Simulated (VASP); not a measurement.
Runs of VASP 6.6.1 on In. The structure is that of space group P6_3/mmc (No. 194), or close to it. The cells are those of the table. This isn't the form of In at room conditions, which is tetragonal.

| level | potentials or basis | cell | gap on the mesh (eV) | pressure (GPa) |
| --- | --- | --- | --- | --- |
| PBE | VASP PAW PBE potentials, release 64 (In_d) | a = 3.364, b = 3.364, c = 10.800 Å, angles 90.0, 90.0, 120.0°, 4 atoms | none | (a) |
| PBE | VASP PAW PBE potentials, release 64 (In_d) | a = 3.341, b = 3.341, c = 10.727 Å, angles 90.0, 90.0, 120.0°, 4 atoms | none | 2.5 |
| LDA | VASP PAW LDA potentials, release 64 (In_d) | a = 3.364, b = 3.364, c = 10.800 Å, angles 90.0, 90.0, 120.0°, 4 atoms | none | -3.0 |
| PBE | VASP PAW PBE potentials, release 64 (In_d) | a = 3.430, b = 3.430, c = 11.012 Å, angles 90.0, 90.0, 120.0°, 4 atoms | none | (b) |
| PBE | VASP PAW PBE potentials, release 64 (In_d) | a = 3.408, b = 3.408, c = 10.942 Å, angles 90.0, 90.0, 120.0°, 4 atoms | none | 0.0 |

Alike in all rows: task single point; no spin polarisation; k mesh 9 × 9 × 3; cutoff (eV) 520; smearing fermi-dirac 0.05 eV.

Fill in the values left out.

(a) 1.6; (b) -0.6.

Caveats: spin-orbit coupling is left out, which moves the levels of the heavy elements.

A k mesh can miss the band edges, and the runs leave out spin-orbit coupling on In.

A gap of «none» marks levels without a gap at the run's occupations.
